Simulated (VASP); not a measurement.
Wanted: the native input for a VASP 6.6.1 run.

- Task: single point
- Functional: LDA
- Potentials or basis: VASP PAW LDA potentials, release 64 (Mg, S)
- Cutoff: 600 eV
- k mesh: 6 × 6 × 6
- Occupations: gaussian, width 0.1 eV
- Spin: no spin polarisation
- Dipole correction: no
- Further INCAR settings: ALGO = Normal; EDIFF = 1e-06; NBANDS = 11

The structure of MgS lies in POSCAR:

```
MgS
1.0
    0.0000000000      2.6043975556      2.6043975556
    2.6043975556      0.0000000000      2.6043975556
    2.6043975556      2.6043975556      0.0000000000
Mg S
1 1
Direct
    0.0000000000      0.0000000000      0.0000000000
    0.5000000000      0.5000000000      0.5000000000
```

The input as run:

INCAR

```
PREC = Accurate ; ENCUT = 600
EDIFF = 1E-6 ; ISMEAR = 0
SIGMA = 0.1 ; LREAL = False
LASPH = True ; NELM = 120
ALGO = Normal ; ISIF = 2
LWAVE = False ; LCHARG = False
GGA = CA ; NBANDS = 11
GGA_COMPAT = False
```

KPOINTS

```
Automatic mesh
0
Gamma
  6 6 6
```

Potentials or basis: VASP PAW LDA potentials, release 64 (Mg, S).

Command:

```bash
$ cat potpaw_LDA.64/Mg/POTCAR potpaw_LDA.64/S/POTCAR > POTCAR
$ mpirun -np 1 vasp_std > vasp.out
```

Results of the run:

* Pressure: -4.0 GPa
* Band gap on the k mesh: 2.55 eV (least direct gap 3.47 eV)

Caveat: the cell stands under tension.

It took 6.8 s on 1 thread of AMD EPYC 7R43 64-Core Processor (Zen 3), on a shared host, peak memory 0.11 GiB.
